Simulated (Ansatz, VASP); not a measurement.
## AlP: VASP beside Ansatz

INCAR

```
PREC     = Accurate       # precision mode
ENCUT    = 500            # plane-wave cutoff, eV
EDIFF    = 1E-6           # SCF threshold, eV
ISMEAR   = 0              # smearing method
SIGMA    = 0.02           # smearing width, eV
LREAL    = False          # projectors in reciprocal space
LASPH    = True           # aspherical terms in the spheres
NELM     = 120            # most SCF steps
ALGO     = Normal         # electronic algorithm
ISIF     = 2              # what is computed and relaxed
LWAVE    = False          # write WAVECAR
LCHARG   = True           # write CHGCAR
GGA      = PS             # functional
LELF     = True           # ELF
LVHAR    = True         
NBANDS   = 11             # bands
GGA_COMPAT= False
```

Contents of KPOINTS:

```
regular mesh
0
Gamma
  8 8 8
```

File POSCAR:

```
AlP
1.0
    0.0000000000      2.7351727418      2.7351727418
    2.7351727418      0.0000000000      2.7351727418
    2.7351727418      2.7351727418      0.0000000000
Al P
1 1
Direct
    0.0000000000      0.0000000000      0.0000000000
    0.7500000000      0.7500000000      0.7500000000
```

Input for Ansatz:

```yaml
crystal:
  lattice:
    - [0.0, 2.7351727318, 2.7351727318]
    - [2.7351727318, 0.0, 2.7351727318]
    - [2.7351727318, 2.7351727318, 0.0]
  atoms:
    - { symbol: Al, position: [0.0, 0.0, 0.0] }
    - { symbol: P, position: [0.75, 0.75, 0.75] }
basis:
  ecutwfc: 420
kpoints:
  mp_grid: { grid: [8, 8, 8] }
  band_path: { path: [VBM, CBM], npoints: 2 }
hamiltonian:
  xc: pbesol
scf:
  occupations: { method: gaussian, width: 0.02 }
output:
  forces: true
  stress: true
  eigenvalues: true
```

Alike in both runs: task single point; functional PBEsol; k mesh 8 × 8 × 8; occupations gaussian, width 0.02 eV; no spin polarisation.

|  | VASP | Ansatz |
| --- | --- | --- |
| version | VASP 6.6.1 | Ansatz 0.2.0 |
| potentials or method | VASP PAW PBE potentials, release 64 (Al, P), cutoff 500 eV | scalar-relativistic, plane waves, PAW |
| valence electrons in the cell | 8 | 8 |

VASP gave:

```
gap on the k mesh at the Fermi level (eV) : 1.45
least direct gap on the mesh (eV)         : 3.16
pressure (GPa)                            : 0.0
```

What did Ansatz give for the same quantities?

gap on the k mesh at the Fermi level (eV): 1.45; least direct gap on the mesh (eV): 3.15; pressure (GPa): 0.0.

VASP's potentials were made for PBE, not for PBEsol. The functional is the same, so the differences come from potentials, cutoffs and numerics.
